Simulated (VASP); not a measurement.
Here is a VASP 6.6.1 calculation.

The input INCAR:

```
SYSTEM = Pd
ALGO = Normal ; EDIFF = 1E-6
ENCUT = 520 ; GGA = PE
ISIF = 2 ; ISMEAR = -1
LASPH = .TRUE. ; LCHARG = .FALSE.
LREAL = .FALSE. ; LWAVE = .FALSE.
NBANDS = 11 ; NELM = 100
PREC = Accurate ; SIGMA = 0.08
```

KPOINTS

```
k-points
0
G
  15 15 15
  0 0 0
```

File POSCAR:

```
Pd
1.0
    2.3755550530      0.0000000000      0.0000000000
    0.0000000000      2.3755550530      0.0000000000
    0.0000000000      0.0000000000      2.3755550530
Pd
1
Direct
    0.0000000000      0.0000000000      0.0000000000
```

Potentials or basis: VASP PAW PBE potentials, release 64 (Pd).

Run with:

```console
$ cat potpaw_PBE.64/Pd/POTCAR > POTCAR
$ mpirun -np 1 vasp_std > vasp.out
```

**Question.** Predict the band gap on the k mesh.

**Answer.** Zero (band 5 reaches 13.74 eV, above the bottom of band 6 at 10.81 eV).

**Question.** Estimate the pressure.

**Answer.** 73.5 GPa.
